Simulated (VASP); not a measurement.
Wanted: the native input for a VASP 6.6.1 run.

```yaml
Task: single point
Functional: PBE
Potentials_or_basis: VASP PAW PBE potentials, release 64 (Te)
Cutoff: 520 eV
k_mesh: 7 × 7 × 5
Occupations: fermi-dirac, width 0.05 eV
Spin: no spin polarisation
Dipole_correction: no
Further_INCAR_settings: ALGO = Normal; EDIFF = 1e-07; NBANDS = 16
```

The structure of Te lies in POSCAR:

```
Te
1.0
    4.3561508544      0.0000000000      0.0000000000
   -2.1780754272      3.7725373027      0.0000000000
    0.0000000000      0.0000000000      5.7941734662
Te
3
Direct
    0.7310000000      0.7310000000      0.5000000000
    0.0000000000      0.2690000000      0.8333333333
    0.2690000000      0.0000000000      0.1666666667
```

These files were run (other wordings do the same):

INCAR

```
PREC = Accurate
ENCUT = 520
EDIFF = 1E-7
ISMEAR = -1
SIGMA = 0.05
LREAL = False
LASPH = True
NELM = 100
ALGO = Normal
ISIF = 2
LWAVE = False
LCHARG = False
GGA = PE
NBANDS = 16
```

KPOINTS

```
Automatic mesh
0
Gamma
  7 7 5
```

Potentials or basis: VASP PAW PBE potentials, release 64 (Te).

Command:

```bash
$ cat potpaw_PBE.64/Te/POTCAR > POTCAR
$ mpirun -np 1 vasp_std > vasp.out
```

It gave:

```
Pressure               : 5.5 GPa
Largest force          : 0.550 eV/Å
Band gap on the k mesh : 0.61 eV (least direct gap 0.83 eV)
```

Caveat: the cell stands under pressure; spin-orbit coupling is left out, which moves the levels of the heavy elements.

It took 30 s on 1 thread of Intel(R) Xeon(R) Platinum 8488C (Sapphire Rapids), on a shared host, peak memory 0.22 GiB.
